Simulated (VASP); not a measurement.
# Pt2 in VASP: single point with PBE

Aim: the single point of Pt2 with PBE.

All numbers are computed with VASP 6.6.1; they aren't measurements. Logs are shortened: lines on timing, memory, paths and dates and some standing lists are left out, and cuts for length are marked.

### 1 The cell of the first run

The cell holds a cluster in a box, 2 atoms: a = 8.000 Å, b = 8.000 Å, c = 4.800 Å, α = 90.00°, β = 90.00°, γ = 90.00°.

### 2 Single point, PBE

Input file INCAR:

```
SYSTEM = Pt
PREC     = Accurate       ! precision mode
ENCUT    = 400            ! plane-wave cutoff, eV
EDIFF    = 1E-6           ! SCF threshold, eV
ISMEAR   = 1              ! smearing method
SIGMA    = 0.02           ! smearing width, eV
LREAL    = .FALSE.        ! projectors in reciprocal space
LASPH    = .TRUE.         ! aspherical terms in the spheres
NELM     = 120            ! most SCF steps
ALGO     = Normal         ! electronic algorithm
ISIF     = 2              ! what is computed and relaxed
LWAVE    = .FALSE.        ! write WAVECAR
LCHARG   = .TRUE.         ! write CHGCAR
GGA      = PE             ! functional
LELF     = .TRUE.         ! ELF
LVHAR    = .TRUE.       
NBANDS   = 17             ! bands
GGA_COMPAT= .FALSE.
```

Input file KPOINTS:

```
Automatic mesh
0
G
  1 1 8
  0 0 0
```

Input file POSCAR:

```
Pt
1.0
    8.0000000000      0.0000000000      0.0000000000
    0.0000000000      8.0000000000      0.0000000000
    0.0000000000      0.0000000000      4.8000000000
Pt
2
Direct
    0.5000000000      0.5000000000      0.0000000000
    0.5200000000      0.5000000000      0.5000000000
```

Potentials or basis: VASP PAW PBE potentials, release 64 (Pt).

Started as:

```
cat potpaw_PBE.64/Pt/POTCAR > POTCAR
mpirun -np 1 vasp_std > vasp.out
```

OUTCAR:

```text
SYSTEM = Pt
   PREC = Accurate
   ENCUT = 400
   EDIFF = 1E-6
   ISMEAR = 1
   LREAL = .FALSE.
   LASPH = .TRUE.
   NELM = 120
   ISIF = 2
   GGA = PE

 ion  position               nearest neighbor table
   1  0.500  0.500  0.000-   2 2.41   2 2.41
   2  0.520  0.500  0.500-   1 2.41   1 2.41

  LATTYP: Found a simple tetragonal cell.
 ALAT       =     8.0000000000
 C/A-ratio  =     0.6000000000

  Lattice vectors:

 A1 = (   8.0000000000,   0.0000000000,   0.0000000000)
 A2 = (   0.0000000000,   8.0000000000,   0.0000000000)
 A3 = (   0.0000000000,   0.0000000000,   4.8000000000)

Analysis of symmetry for initial positions (statically):
=====================================================================
 Subroutine PRICEL returns:
 Original cell was already a primitive cell.

 Routine SETGRP: Setting up the symmetry group for a
 simple tetragonal supercell.

 Subroutine GETGRP returns: Found  8 space group operations
 (whereof  4 operations were pure point group operations)
 out of a pool of 16 trial point group operations.

The static configuration has the point symmetry C_2v.
 The point group associated with its full space group is D_2h.

Analysis of symmetry for dynamics (positions and initial velocities):
=====================================================================
 Subroutine PRICEL returns:
 Original cell was already a primitive cell.

 Routine SETGRP: Setting up the symmetry group for a
 simple tetragonal supercell.

 Subroutine GETGRP returns: Found  8 space group operations
 (whereof  4 operations were pure point group operations)
 out of a pool of 16 trial point group operations.

The dynamic configuration has the point symmetry C_2v.
 The point group associated with its full space group is D_2h.

 Subroutine INISYM returns: Found  8 space group operations
 (whereof  4 operations are pure point group operations),
 and found     1 'primitive' translations

----------------------------------------------------------------------------------------

                                     Primitive cell

  volume of cell :     307.2000

  direct lattice vectors                    reciprocal lattice vectors
     8.000000000  0.000000000  0.000000000     0.125000000  0.000000000  0.000000000
     0.000000000  8.000000000  0.000000000     0.000000000  0.125000000  0.000000000
     0.000000000  0.000000000  4.800000000     0.000000000  0.000000000  0.208333333

  length of vectors
     8.000000000  8.000000000  4.800000000     0.125000000  0.125000000  0.208333333

  position of ions in fractional coordinates (direct lattice)
     0.500000000  0.500000000  0.000000000
     0.520000000  0.500000000  0.500000000

  ion indices of the primitive-cell ions
   primitive index   ion index
                 1           1
                 2           2

----------------------------------------------------------------------------------------

 KPOINTS: Automatic mesh

Automatic generation of k-mesh.
 Grid dimensions read from file:
 generate k-points for:    1    1    8

 Generating k-lattice:

  Cartesian coordinates                     Fractional coordinates (reciprocal lattice)
     0.125000000  0.000000000  0.000000000     1.000000000  0.000000000  0.000000000
     0.000000000  0.125000000  0.000000000     0.000000000  1.000000000  0.000000000
     0.000000000  0.000000000  0.026041667     0.000000000  0.000000000  0.125000000

  Length of vectors
     0.125000000  0.125000000  0.026041667

  Shift w.r.t. Gamma in fractional coordinates (k-lattice)
     0.000000000  0.000000000  0.000000000

 Subroutine IBZKPT returns following result:
 ===========================================

 Found      5 irreducible k-points:

 Following reciprocal coordinates:
            Coordinates               Weight
  0.000000  0.000000  0.000000      1.000000
  0.000000  0.000000  0.125000      2.000000
  0.000000  0.000000  0.250000      2.000000
  0.000000  0.000000  0.375000      2.000000
  0.000000  0.000000  0.500000      1.000000
   k-points           NKPTS =      5   k-points in BZ     NKDIM =      5   number of bands    NBANDS=     17
   number of dos      NEDOS =    301   number of ions     NIONS =      2
   total plane-waves  NPLWV =  93312
   dimension x,y,z NGX =    54 NGY =   54 NGZ =   32
   dimension x,y,z NGXF=   108 NGYF=  108 NGZF=   64
   ions per type =               2
   NGX,Y,Z   is equivalent  to a cutoff of  11.22, 11.22, 11.08 a.u.
   NGXF,Y,Z  is equivalent  to a cutoff of  22.44, 22.44, 22.17 a.u.
 SYSTEM =  Pt
   PREC   = accura    normal or accurate (medium, high low for compatibility)
   ISTART =      0    job   : 0-new  1-cont  2-samecut
   ICHARG =      2    charge: 1-file 2-atom 10-const
   ISPIN  =      1    spin polarized calculation?
   LNONCOLLINEAR =      F non collinear calculations
   LSORBIT =      F    spin-orbit coupling
   LASPH  =      T    aspherical Exc in radial PAW
   ENCUT  =  400.0 eV  29.40 Ry    5.42 a.u.  13.05 13.05  7.83*2*pi/ulx,y,z
   NELM   =    120;   NELMIN=  2; NELMDL= -5     # of ELM steps
   EDIFF  = 0.1E-05   stopping-criterion for ELM
   LREAL  =      F    real-space projection
   EDIFFG = 0.1E-04   stopping-criterion for IOM
   NSW    =      0    number of steps for IOM
   IBRION =     -1    ionic relax: 0-MD 1-quasi-New 2-CG
   NFREE  =      0    steps in history (QN), initial steepest desc. (CG)
   ISIF   =      2    stress and relaxation
   ISYM   =      2    0-nonsym 1-usesym 2-fastsym
   POTIM  = 0.5000    time-step for ionic-motion
   TEBEG  =    0.0;   TEEND  =   0.0 temperature during run
   PSTRESS=    0.0 pullay stress
   NELECT =      20.0000    total number of electrons
   NUPDOWN=      -1.0000    fix difference up-down
   EMIN   =  10.00;   EMAX   =-10.00  energy-range for DOS
   EFERMI =   0.00;   METHOD = LEGACY
   ISMEAR =     1;   SIGMA  =   0.02  broadening in eV -4-tet -1-fermi 0-gaus
   EFERMI_NEDOS =   21; number of points for ismear=-14 and -15
   IALGO  =     38    algorithm
   IMIX   =      4    mixing-type and parameters
     AMIX     =   0.40;   BMIX     =  1.00
     AMIX_MAG =   1.60;   BMIX_MAG =  1.00
  volume/ion in A,a.u.               =     153.60      1036.54
  Fermi-wavevector in a.u.,A,eV,Ry     =   0.658584  1.244543  5.901292  0.433733
  Thomas-Fermi vector in A             =   1.730452
   LORBIT       =      0    0 simple, 1 ext, 2 COOP (PROOUT), +10 PAW based schemes
   GGA     = PE    functional components
   LHFCALC =     F    Hartree Fock is set to
   AEXX    =    0.0000 exact exchange contribution
   IVDW    =     0    specifies the selected vdW correction
   LEPSILON=     F    determine dielectric tensor
   LRPA    =     F    only Hartree local field effects (RPA)
 non-spin polarized calculation
 Methfessel and Paxton  Order N= 1 SIGMA  =   0.02
  energy-cutoff  :      400.00
  volume of cell :      307.20
 maximum number of plane-waves:      5592
 NGX is ok and might be reduce to    54
   NGX = 27   NGY = 27   NGZ = 15

 number of electron      20.0000011 magnetization

 Free energy of the ion-electron system (eV)
  ---------------------------------------------------
  ext. energy  EPLUGINS =         0.00000000
  ---------------------------------------------------
  free energy    TOTEN  =        -6.93148729 eV

  energy without entropy =       -6.93177719  energy(sigma->0) =       -6.93158392

 E-fermi :  -4.4077     XC(G=0):  -3.0261

 val. band max:       -4.4887924429   @ k =   0.0000   0.0000   0.1250
 cond. band min:      -4.3908589419   @ k =   0.0000   0.0000   0.2500
 fundamental gap:      0.0979335010
 Fermi energy:        -4.4076965933

 k-point     1 :       0.0000    0.0000    0.0000
  band No.  band energies     occupation
      1     -10.8508      2.00000
      2      -8.1775      2.00000
      3      -8.1716      2.00000
      4      -6.0453      2.00000
      5      -5.8197      2.00000
      6      -5.8183      2.00000
      7      -4.8434      2.00000
      8      -4.8361      2.00000
      9      -4.2216     -0.00000
     10      -3.8352      0.00000
     11      -3.6571      0.00000
     12      -0.8896      0.00000
     13      -0.8289      0.00000
     14       0.5375      0.00000
     15       1.1006      0.00000
     16       2.3681      0.00000
     17       3.8693      0.00000

 k-point     2 :       0.0000    0.0000    0.1250
  band No.  band energies     occupation
      1     -10.6118      2.00000
      2      -8.0649      2.00000
      3      -8.0507      2.00000
      4      -5.9750      2.00000
      5      -5.7837      2.00000
      6      -5.7825      2.00000
      7      -4.9059      2.00000
      8      -4.8868      2.00000
      9      -4.4888      2.00000
     10      -4.0081     -0.00000
     11      -3.9877      0.00000
     12      -0.6377      0.00000
     13      -0.5448      0.00000
     14      -0.5167      0.00000
     15       1.1989      0.00000
     16       2.4648      0.00000
     17       4.0275      0.00000

 k-point     3 :       0.0000    0.0000    0.2500
  band No.  band energies     occupation
      1      -9.9143      2.00000
      2      -7.7328      2.00000
      3      -7.6881      2.00000
      4      -5.7679      2.00000
      5      -5.6789      2.00000
      6      -5.6787      2.00000
      7      -5.3420      2.00000
      8      -5.0709      2.00000
      9      -4.9342      2.00000
     10      -4.6794      2.00000
     11      -4.3909     -0.00000
     12      -2.4449      0.00000
     13       0.0320      0.00000
     14       0.0895      0.00000
     15       1.4935      0.00000
     16       2.7529      0.00000
     17       3.8546      0.00000

 k-point     4 :       0.0000    0.0000    0.3750
  band No.  band energies     occupation
      1      -8.8282      2.00000
      2      -7.1995      2.00000
      3      -7.0766      2.00000
      4      -6.3138      2.00000
      5      -5.6976      2.00000
      6      -5.5226      2.00000
      7      -5.5190      2.00000
      8      -5.4249      2.00000
      9      -5.2054      2.00000
     10      -5.0948      2.00000
     11      -4.9923      2.00000
     12      -4.1098     -0.00000
     13       0.8209      0.00000
     14       0.8690      0.00000
     15       1.9837      0.00000
     16       2.7150      0.00000
     17       2.7548      0.00000

 k-point     5 :       0.0000    0.0000    0.5000
  band No.  band energies     occupation
      1      -7.5260      2.00000
      2      -7.5260      2.00000
      3      -6.4992      2.00000
      4      -6.4992      2.00000
      5      -6.1773      2.00000
      6      -6.1773      2.00000
      7      -5.3204      2.00000
      8      -5.3204      2.00000
      9      -5.3199      2.00000
     10      -5.3199      2.00000
     11      -4.9490      2.00000
     12      -4.9490      2.00000
     13       1.7136      0.00000
     14       1.7136      0.00000
     15       1.7553      0.00000
     16       1.7553      0.00000
     17       2.6786      0.00000

------------------------ aborting loop because EDIFF is reached ----------------------------------------

  FORCE on cell =-STRESS in cart. coord.  units (eV):
  Direction    XX          YY          ZZ          XY          YZ          ZX
  --------------------------------------------------------------------------------------
  -------------------------------------------------------------------------------------
  Total       -0.0035488     -0.1158120     -4.0286639      0.0000000      0.0000000      0.0000000
  in kB       -0.0185085     -0.6040083    -21.0111784      0.0000000      0.0000000      0.0000000
  external PRESSURE =      -7.2112317 kB  Pullay stress =       0.0000000 kB

 VOLUME and BASIS-vectors are now :
 -----------------------------------------------------------------------------
  energy-cutoff  :      400.00
  volume of cell :      307.20
      direct lattice vectors                 reciprocal lattice vectors
     8.000000000  0.000000000  0.000000000     0.125000000  0.000000000  0.000000000
     0.000000000  8.000000000  0.000000000     0.000000000  0.125000000  0.000000000
     0.000000000  0.000000000  4.800000000     0.000000000  0.000000000  0.208333333

 POSITION                                       TOTAL-FORCE (eV/Angst)
 -----------------------------------------------------------------------------------
      4.00000      4.00000      0.00000        -0.720462      0.000000      0.000000
      4.16000      4.00000      2.40000         0.720462      0.000000      0.000000
 -----------------------------------------------------------------------------------
    total drift:                                0.000015      0.000000     -0.000000

  FREE ENERGIE OF THE ION-ELECTRON SYSTEM (eV)
  ---------------------------------------------------
  free  energy   TOTEN  =        -6.9314872865 eV

  energy  without entropy=       -6.9317771856  energy(sigma->0) =       -6.93158392
```

Run time: 52 s. Hardware: 1 thread of AMD EPYC 7R43 (Zen 3), shared host; peak memory 0.23 GiB.

Results:

| Property | Result |
| --- | --- |
| Free energy | -6.9315 eV |
| Largest force | 0.720 eV/Å |
| Gap between the frontier levels | zero (band 10 reaches -3.84 eV, above the bottom of band 11 at -4.99 eV) |

Forces on the atoms (eV/Å):
```
Pt  -0.720  0.000  0.000
Pt   0.720  0.000  0.000
```

Levels at points of the mesh, in eV from the Fermi level:
```csv
k point,band 8,band 9,band 10,band 11,band 12,band 13
"(0.00, 0.00, 0.00)",-0.43,0.19,0.57,0.75,3.52,3.58
"(0.00, 0.00, 0.50)",-0.91,-0.91,-0.91,-0.54,-0.54,6.12
```

Caveat: spin-orbit coupling is left out, which moves the levels of the heavy elements.
